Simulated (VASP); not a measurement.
# RbBr (Pm-3m) in VASP: settings compared

Aim: see how the results for RbBr move with the level of theory and the settings. Levels: BLYP, RPBE, revPBE, r2SCAN. Tasks: single point.

Program: VASP 6.6.1. These are calculated values, not measurements. Logs are shortened: lines on timing, memory, paths and dates and some standing lists are left out, and cuts for length are marked.

**1. The cell of the first run**

The structure is cubic, space group Pm-3m (No. 221). Conventional cell: a = 4.295 Å, b = 4.295 Å, c = 4.295 Å, α = 90.00°, β = 90.00°, γ = 90.00°. Rb (site symmetry m-3m) has 8 Br at 3.72 Å and 6 Rb at 4.30 Å within 4.9 Å. Within 4.9 Å of Br (site symmetry m-3m) lie 8 Rb at 3.72 Å and 6 Br at 4.30 Å.

**2. Single point, BLYP**

The input, INCAR:

```
SYSTEM = RbBr
  PREC = Accurate
  ENCUT = 520
  EDIFF = 1E-7
  ISMEAR = -1
  SIGMA = 0.05
  LREAL = .False.
  LASPH = .True.
  NELM = 80
  ALGO = Normal
  ISIF = 2
  LWAVE = .False.
  LCHARG = .False.
  GGA = B5
  ALDAX = 1.0
  AGGAX = 1.0
  AGGAC = 1.0
  ALDAC = 0.0
  NBANDS = 15
```

The input, KPOINTS:

```
Automatic mesh
0
Gamma
  7 7 7
  0 0 0
```

The input, POSCAR:

```
RbBr
1.0
    4.2950251175      0.0000000000      0.0000000000
    0.0000000000      4.2950251175      0.0000000000
    0.0000000000      0.0000000000      4.2950251175
Rb Br
1 1
Direct
    0.0000000000      0.0000000000      0.0000000000
    0.5000000000      0.5000000000      0.5000000000
```

Potentials or basis: VASP PAW PBE potentials, release 64 (Rb_sv, Br).

Run with:

```console
$ cat potpaw_PBE.64/Rb_sv/POTCAR potpaw_PBE.64/Br/POTCAR > POTCAR
$ mpirun -np 1 vasp_std > vasp.out
```

OUTCAR:

```text
SYSTEM = RbBr
   PREC = Accurate
   ENCUT = 520
   EDIFF = 1E-7
   ISMEAR = -1
   LREAL = .False.
   LASPH = .True.
   NELM = 80
   ISIF = 2
   GGA = B5

 ion  position               nearest neighbor table
   1  0.000  0.000  0.000-   2 3.72   2 3.72   2 3.72   2 3.72   2 3.72   2 3.72   2 3.72   2 3.72

   2  0.500  0.500  0.500-   1 3.72   1 3.72   1 3.72   1 3.72   1 3.72   1 3.72   1 3.72   1 3.72

  LATTYP: Found a simple cubic cell.
 ALAT       =     4.2950251175

  Lattice vectors:

 A1 = (   4.2950251175,   0.0000000000,   0.0000000000)
 A2 = (   0.0000000000,   4.2950251175,   0.0000000000)
 A3 = (   0.0000000000,   0.0000000000,   4.2950251175)

Analysis of symmetry for initial positions (statically):
=====================================================================
 Subroutine PRICEL returns:
 Original cell was already a primitive cell.

 Routine SETGRP: Setting up the symmetry group for a
 simple cubic supercell.

 Subroutine GETGRP returns: Found 48 space group operations
 (whereof 48 operations were pure point group operations)
 out of a pool of 48 trial point group operations.

The static configuration has the point symmetry O_h .

Analysis of symmetry for dynamics (positions and initial velocities):
=====================================================================
 Subroutine PRICEL returns:
 Original cell was already a primitive cell.

 Routine SETGRP: Setting up the symmetry group for a
 simple cubic supercell.

 Subroutine GETGRP returns: Found 48 space group operations
 (whereof 48 operations were pure point group operations)
 out of a pool of 48 trial point group operations.

The dynamic configuration has the point symmetry O_h .

 Subroutine INISYM returns: Found 48 space group operations
 (whereof 48 operations are pure point group operations),
 and found     1 'primitive' translations

----------------------------------------------------------------------------------------

                                     Primitive cell

  volume of cell :      79.2314

  direct lattice vectors                    reciprocal lattice vectors
     4.295025117  0.000000000  0.000000000     0.232827509  0.000000000  0.000000000
     0.000000000  4.295025117  0.000000000     0.000000000  0.232827509  0.000000000
     0.000000000  0.000000000  4.295025117     0.000000000  0.000000000  0.232827509

  length of vectors
     4.295025117  4.295025117  4.295025117     0.232827509  0.232827509  0.232827509

[... 83 lines left out ...]
   POTIM  = 0.5000    time-step for ionic-motion
   TEBEG  =    0.0;   TEEND  =   0.0 temperature during run
   PSTRESS=    0.0 pullay stress
   NELECT =      16.0000    total number of electrons
   NUPDOWN=      -1.0000    fix difference up-down
   EMIN   =  10.00;   EMAX   =-10.00  energy-range for DOS
   EFERMI =   0.00;   METHOD = LEGACY
   ISMEAR =    -1;   SIGMA  =   0.05  broadening in eV -4-tet -1-fermi 0-gaus
   EFERMI_NEDOS =   21; number of points for ismear=-14 and -15
   IALGO  =     38    algorithm
   IMIX   =      4    mixing-type and parameters
     AMIX     =   0.40;   BMIX     =  1.00
     AMIX_MAG =   1.60;   BMIX_MAG =  1.00
  volume/ion in A,a.u.               =      39.62       267.34
  Fermi-wavevector in a.u.,A,eV,Ry     =   0.960467  1.815019 12.551332  0.922497
  Thomas-Fermi vector in A             =   2.089754
   LORBIT       =      0    0 simple, 1 ext, 2 COOP (PROOUT), +10 PAW based schemes
   GGA     = B5    functional components
   LHFCALC =     F    Hartree Fock is set to
   AEXX    =    0.0000 exact exchange contribution
   IVDW    =     0    specifies the selected vdW correction
   LEPSILON=     F    determine dielectric tensor
   LRPA    =     F    only Hartree local field effects (RPA)
 non-spin polarized calculation
  energy-cutoff  :      520.00
  volume of cell :       79.23
 maximum number of plane-waves:      2164
 NGX is ok and might be reduce to    32
   NGX = 15   NGY = 15   NGZ = 15

 number of electron      15.9999995 magnetization

 Free energy of the ion-electron system (eV)
  ---------------------------------------------------
  ext. energy  EPLUGINS =         0.00000000
  ---------------------------------------------------
  free energy    TOTEN  =        -5.55296040 eV

  energy without entropy =       -5.55296040  energy(sigma->0) =       -5.55296040

 E-fermi :   0.2373     XC(G=0):  -7.1014

 val. band max:       -0.8983064595   @ k =   0.4286   0.4286   0.0000
 cond. band min:       2.8673755461   @ k =   0.0000   0.0000   0.0000
 fundamental gap:      3.7656820057
 Fermi energy:         0.2372778925

 k-point     1 :       0.0000    0.0000    0.0000
  band No.  band energies     occupation
      1     -26.1890      2.00000
      2     -13.3207      2.00000
      3     -10.2328      2.00000
      4     -10.2328      2.00000
      5     -10.2328      2.00000
      6      -1.0219      2.00000
      7      -1.0219      2.00000
      8      -1.0219      2.00000
      9       2.8674      0.00000
     10       4.8283      0.00000
     11       4.8283      0.00000
     12       8.5878      0.00000
     13       8.5878      0.00000
     14       8.5878      0.00000
[... 329 lines left out ...]
      2     -13.1259      2.00000
      3     -10.3867      2.00000
      4     -10.3836      2.00000
      5     -10.3836      2.00000
      6      -1.8982      2.00000
      7      -1.8982      2.00000
      8      -1.8638      2.00000
      9       6.5205      0.00000
     10       6.9137      0.00000
     11       6.9137      0.00000
     12       7.6952      0.00000
     13       7.9010      0.00000
     14       7.9010      0.00000
     15      10.5155      0.00000

------------------------ aborting loop because EDIFF is reached ----------------------------------------

  FORCE on cell =-STRESS in cart. coord.  units (eV):
  Direction    XX          YY          ZZ          XY          YZ          ZX
  --------------------------------------------------------------------------------------
  -------------------------------------------------------------------------------------
  Total        0.0146872      0.0146872      0.0146872     -0.0000000      0.0000000      0.0000000
  in kB        0.2969973      0.2969973      0.2969973     -0.0000000      0.0000000      0.0000000
  external PRESSURE =       0.2969973 kB  Pullay stress =       0.0000000 kB

 VOLUME and BASIS-vectors are now :
 -----------------------------------------------------------------------------
  energy-cutoff  :      520.00
  volume of cell :       79.23
      direct lattice vectors                 reciprocal lattice vectors
     4.295025117  0.000000000  0.000000000     0.232827509  0.000000000  0.000000000
     0.000000000  4.295025117  0.000000000     0.000000000  0.232827509  0.000000000
     0.000000000  0.000000000  4.295025117     0.000000000  0.000000000  0.232827509

 POSITION                                       TOTAL-FORCE (eV/Angst)
 -----------------------------------------------------------------------------------
      0.00000      0.00000      0.00000         0.000000      0.000000      0.000000
      2.14751      2.14751      2.14751         0.000000      0.000000      0.000000
 -----------------------------------------------------------------------------------
    total drift:                                0.000000      0.000000     -0.000000

  FREE ENERGIE OF THE ION-ELECTRON SYSTEM (eV)
  ---------------------------------------------------
  free  energy   TOTEN  =        -5.5529604033 eV

  energy  without entropy=       -5.5529604033  energy(sigma->0) =       -5.55296040
```

OSZICAR:

```text
N       E                     dE             d eps       ncg     rms          rms(c)
DAV:   1     0.801012329485E+02    0.80101E+02   -0.64920E+03   600   0.897E+02
DAV:   2    -0.288911251974E+00   -0.80390E+02   -0.75104E+02   854   0.161E+02
DAV:   3    -0.573058981847E+01   -0.54417E+01   -0.54231E+01   782   0.428E+01
DAV:   4    -0.587811113953E+01   -0.14752E+00   -0.14749E+00   885   0.634E+00
DAV:   5    -0.587912960697E+01   -0.10185E-02   -0.10185E-02   803   0.518E-01    0.215E+00
DAV:   6    -0.560325416877E+01    0.27588E+00   -0.25503E-01   754   0.250E+00    0.128E+00
DAV:   7    -0.555368450530E+01    0.49570E-01   -0.11377E-01   796   0.183E+00    0.760E-01
DAV:   8    -0.555315157890E+01    0.53293E-03   -0.16844E-02   725   0.802E-01    0.160E-01
DAV:   9    -0.555280578527E+01    0.34579E-03   -0.12311E-03   810   0.171E-01    0.761E-02
DAV:  10    -0.555295789930E+01   -0.15211E-03   -0.25194E-04   664   0.120E-01    0.156E-02
DAV:  11    -0.555295866367E+01   -0.76437E-06   -0.10463E-05   834   0.212E-02    0.730E-03
DAV:  12    -0.555296017311E+01   -0.15094E-05   -0.26069E-06   691   0.124E-02    0.175E-03
DAV:  13    -0.555296028303E+01   -0.10993E-06   -0.56214E-08   695   0.152E-03    0.114E-03
DAV:  14    -0.555296038349E+01   -0.10045E-06   -0.27797E-08   531   0.126E-03    0.266E-04
DAV:  15    -0.555296040328E+01   -0.19794E-07   -0.53706E-09   356   0.577E-04
   1 F= -.55529604E+01 E0= -.55529604E+01  d E =-.293987E-10
```

stdout:

```text
POSCAR found type information on POSCAR RbBr
 POSCAR found :  2 types and       2 ions
 scaLAPACK will be used
 -----------------------------------------------------------------------------
|                                                                             |
|                                                                             |
|     You enforced a specific xc type in the INCAR file but a different       |
|     I HOPE YOU KNOW WHAT YOU ARE DOING!                                     |
|                                                                             |
 -----------------------------------------------------------------------------

 LDA part: xc-table for (Slater(with rela. corr.)+VWN5), standard interpolation
 POSCAR, INCAR and KPOINTS ok, starting setup
 FFT: planning ... GRIDC
 FFT: planning ... GRID_SOFT
 FFT: planning ... GRID
 WAVECAR not read
 entering main loop
```

Run time: 26 s. Hardware: 1 thread of Intel Xeon Platinum 8259CL at 2.50GHz (Skylake/Cascade Lake), shared host; peak memory 0.18 GiB.

What came out:

```yaml
Free_energy: -5.5530 eV
Pressure: 0.0 GPa
Band_gap_on_the_k_mesh: 3.77 eV, indirect (least direct gap 3.89 eV)
```

Caveat: the PAW data sets were made with another functional, which shifts forces and pressure a little. A k mesh can miss the band edges.

**3. Single point, RPBE**

This run uses another cell than the first one, of 41.23 Å³/atom, 1.041 times its volume.

The input, INCAR:

```
PREC = Accurate ; ENCUT = 520
EDIFF = 1E-6 ; ISMEAR = -1
SIGMA = 0.05 ; LREAL = F
LASPH = T ; NELM = 60
ALGO = Normal ; ISIF = 2
LWAVE = F ; LCHARG = F
GGA = RP ; NBANDS = 15
```

The input, KPOINTS:

```
Automatic mesh
0
Gamma
  7 7 7
```

The input, POSCAR:

```
RbBr
1.0
    4.3525694687      0.0000000000      0.0000000000
    0.0000000000      4.3525694687      0.0000000000
    0.0000000000      0.0000000000      4.3525694687
Rb Br
1 1
Direct
    0.0000000000      0.0000000000      0.0000000000
    0.5000000000      0.5000000000      0.5000000000
```

Potentials or basis: VASP PAW PBE potentials, release 64 (Rb_sv, Br).

Run with:

```console
$ cat potpaw_PBE.64/Rb_sv/POTCAR potpaw_PBE.64/Br/POTCAR > POTCAR
$ mpirun -np 1 vasp_std > vasp.out
```

OUTCAR:

```text
PREC = Accurate
   ENCUT = 520
   EDIFF = 1E-6
   ISMEAR = -1
   LREAL = F
   LASPH = T
   NELM = 60
   ISIF = 2
   GGA = RP

 ion  position               nearest neighbor table
   1  0.000  0.000  0.000-   2 3.77   2 3.77   2 3.77   2 3.77   2 3.77   2 3.77   2 3.77   2 3.77

   2  0.500  0.500  0.500-   1 3.77   1 3.77   1 3.77   1 3.77   1 3.77   1 3.77   1 3.77   1 3.77

  LATTYP: Found a simple cubic cell.
 ALAT       =     4.3525694687

  Lattice vectors:

 A1 = (   4.3525694687,   0.0000000000,   0.0000000000)
 A2 = (   0.0000000000,   4.3525694687,   0.0000000000)
 A3 = (   0.0000000000,   0.0000000000,   4.3525694687)

Analysis of symmetry for initial positions (statically):
=====================================================================
 Subroutine PRICEL returns:
 Original cell was already a primitive cell.

 Routine SETGRP: Setting up the symmetry group for a
 simple cubic supercell.

 Subroutine GETGRP returns: Found 48 space group operations
 (whereof 48 operations were pure point group operations)
[... 168 lines left out ...]
      2     -13.5451      2.00000
      3     -10.6736      2.00000
      4     -10.6736      2.00000
      5     -10.6736      2.00000
      6      -1.3434      2.00000
      7      -1.3434      2.00000
      8      -1.3434      2.00000
      9       2.7032      0.00000
     10       4.7024      0.00000
     11       4.7024      0.00000
     12       8.3268      0.00000
     13       8.3268      0.00000
     14       8.3268      0.00000
[... 329 lines left out ...]
      2     -13.3732      2.00000
      3     -10.8034      2.00000
      4     -10.8010      2.00000
      5     -10.8010      2.00000
      6      -2.1260      2.00000
      7      -2.1260      2.00000
      8      -2.0989      2.00000
      9       6.2813      0.00000
     10       6.6411      0.00000
     11       6.6411      0.00000
     12       7.3720      0.00000
     13       7.5749      0.00000
     14       7.5749      0.00000
     15      10.1061      0.00000

------------------------ aborting loop because EDIFF is reached ----------------------------------------

  FORCE on cell =-STRESS in cart. coord.  units (eV):
  Direction    XX          YY          ZZ          XY          YZ          ZX
  --------------------------------------------------------------------------------------
  -------------------------------------------------------------------------------------
  Total        0.0277808      0.0277808      0.0277808     -0.0000000     -0.0000000     -0.0000000
  in kB        0.5397812      0.5397812      0.5397812     -0.0000000     -0.0000000     -0.0000000
  external PRESSURE =       0.5397812 kB  Pullay stress =       0.0000000 kB

 VOLUME and BASIS-vectors are now :
 -----------------------------------------------------------------------------
  energy-cutoff  :      520.00
  volume of cell :       82.46
      direct lattice vectors                 reciprocal lattice vectors
     4.352569469  0.000000000  0.000000000     0.229749349  0.000000000  0.000000000
     0.000000000  4.352569469  0.000000000     0.000000000  0.229749349  0.000000000
     0.000000000  0.000000000  4.352569469     0.000000000  0.000000000  0.229749349

 POSITION                                       TOTAL-FORCE (eV/Angst)
 -----------------------------------------------------------------------------------
      0.00000      0.00000      0.00000         0.000000      0.000000      0.000000
      2.17628      2.17628      2.17628         0.000000      0.000000      0.000000
 -----------------------------------------------------------------------------------
    total drift:                                0.000000      0.000000     -0.000000

  FREE ENERGIE OF THE ION-ELECTRON SYSTEM (eV)
  ---------------------------------------------------
  free  energy   TOTEN  =        -5.6544102322 eV

  energy  without entropy=       -5.6544102322  energy(sigma->0) =       -5.65441023
```

stdout:

```text
POSCAR found type information on POSCAR RbBr
 POSCAR found :  2 types and       2 ions
 scaLAPACK will be used
 -----------------------------------------------------------------------------
|                                                                             |
|                                                                             |
|     You enforced a specific xc type in the INCAR file but a different       |
|     I HOPE YOU KNOW WHAT YOU ARE DOING!                                     |
|                                                                             |
 -----------------------------------------------------------------------------

 LDA part: xc-table for (Slater+PW92), standard interpolation
 POSCAR, INCAR and KPOINTS ok, starting setup
 FFT: planning ... GRIDC
 FFT: planning ... GRID_SOFT
 FFT: planning ... GRID
 WAVECAR not read
 entering main loop
```

Run time: 12 s. Hardware: 1 thread of Intel Xeon Platinum 8259CL at 2.50GHz (Skylake/Cascade Lake), shared host; peak memory 0.18 GiB.

Results:

- Free energy: -5.6544 eV
- Pressure: 0.1 GPa
- Band gap on the k mesh: 3.93 eV, indirect (least direct gap 4.05 eV)

Levels at points of the mesh, in eV from the valence-band top:
| k point | band 5 | band 6 | band 7 | band 8 | band 9 | band 10 | band 11 | band 12 |
| --- | --- | --- | --- | --- | --- | --- | --- | --- |
| (0.00, 0.00, 0.00) | -9.45 | -0.12 | -0.12 | -0.12 | 3.93 | 5.93 | 5.93 | 9.55 |

Caveat: the PAW data sets were made with another functional, which shifts forces and pressure a little.

**4. Single point, revPBE**

This run uses another cell than the first one, of 40.51 Å³/atom, 1.023 times its volume.

The input, INCAR:

```
PREC = Accurate
ENCUT = 520
EDIFF = 1E-6
ISMEAR = -1
SIGMA = 0.05
LREAL = False
LASPH = True
NELM = 100
ALGO = Normal
ISIF = 2
LWAVE = False
LCHARG = False
GGA = RE
NBANDS = 15
```

The input, KPOINTS:

```
regular mesh
0
Gamma
  7 7 7
```

The input, POSCAR:

```
RbBr
1.0
    4.3270511893      0.0000000000      0.0000000000
    0.0000000000      4.3270511893      0.0000000000
    0.0000000000      0.0000000000      4.3270511893
Rb Br
1 1
Direct
    0.0000000000      0.0000000000      0.0000000000
    0.5000000000      0.5000000000      0.5000000000
```

Run with:

```console
$ cat potpaw_PBE.64/Rb_sv/POTCAR potpaw_PBE.64/Br/POTCAR > POTCAR
$ mpirun -np 1 vasp_std > vasp.out
```

Wall time 12 s (1 thread of Intel Xeon Platinum 8259CL at 2.50GHz (Skylake/Cascade Lake), shared host); peak memory 0.18 GiB.

It converged, with:

| Item | Value |
| --- | --- |
| Free energy | -5.6565 eV |
| Pressure | 0.0 GPa |
| Band gap on the k mesh | 3.93 eV, indirect (least direct gap 4.06 eV) |

Levels at points of the mesh, in eV from the valence-band top:
| k point | band 5 | band 6 | band 7 | band 8 | band 9 | band 10 | band 11 | band 12 |
| --- | --- | --- | --- | --- | --- | --- | --- | --- |
| (0.00, 0.00, 0.00) | -9.40 | -0.12 | -0.12 | -0.12 | 3.93 | 5.90 | 5.90 | 9.60 |

Caveat: the PAW data sets were made with another functional, which shifts forces and pressure a little. A k mesh can miss the band edges.

(Continued in part 2 of 2.)
